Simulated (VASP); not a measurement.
# SiGe: single point with r2SCAN

Crystal: SiGe.

```
CELL_PARAMETERS angstrom
3.90438 0.00000 0.00000
-1.95219 3.38129 0.00000
0.00000 0.00000 6.45368
ATOMIC_POSITIONS crystal
Si 0.66667 0.33333 0.87447
Si 0.33333 0.66667 0.37447
Ge 0.66667 0.33333 0.54121
Ge 0.33333 0.66667 0.04121
```

This cell differs from its parent crystal: all Ge atoms moved +0.263 Å, as atom 3 along Cartesian [0 0 1].

```yaml
Program: VASP 6.6.1
Task: single point
Functional: r2SCAN
Potentials_or_basis: VASP PAW PBE potentials, release 64 (Si, Ge_d)
Cutoff: 520 eV
k_mesh: 12 × 12 × 4
Occupations: gaussian, width 0.05 eV
Spin: no spin polarisation
```

```yaml
Pressure: 2.4 GPa
Largest_force: 4.564 eV/Å
Band_gap_on_the_k_mesh: zero (bands 18 and 19 overlap by 0.53 eV)
```

Forces in eV/Å, atoms in the order of the input:
```
Si   0.000  0.000  4.564
Si   0.000  0.000  4.564
Ge   0.000  0.000 -4.564
Ge   0.000  0.000 -4.564
```

Stress tensor (GPa, compression positive):
```
-4.58  0.00  0.00
 0.00 -4.58  0.00
 0.00  0.00 16.26
```

Levels at points of the mesh, in eV from the Fermi level:
| k point | band 16 | band 17 | band 18 | band 19 | band 20 | band 21 |
| --- | --- | --- | --- | --- | --- | --- |
| (0.00, 0.00, 0.00) | -1.97 | 0.35 | 0.35 | 0.92 | 1.23 | 1.23 |
| (0.50, 0.00, 0.00) | -4.34 | -3.59 | -1.29 | 0.51 | 1.81 | 1.87 |
| (0.00, 0.00, 0.50) | -1.22 | -1.22 | -1.22 | 1.75 | 1.75 | 2.98 |
| (0.50, 0.00, 0.50) | -3.65 | -2.78 | -2.78 | 0.10 | 0.10 | 2.15 |

Run time: 3.8 min on 1 thread of AMD EPYC 9R45 96-Core Processor (Zen 5), on a shared host, peak memory 0.24 GiB.

Caveat: the cell differs from its parent crystal (all Ge atoms moved +0.263 Å, as atom 3 along Cartesian [0 0 1]); semilocal functionals underestimate gaps, so a narrow gap can read as zero; the PAW data sets were made with another functional, which shifts forces and pressure a little.
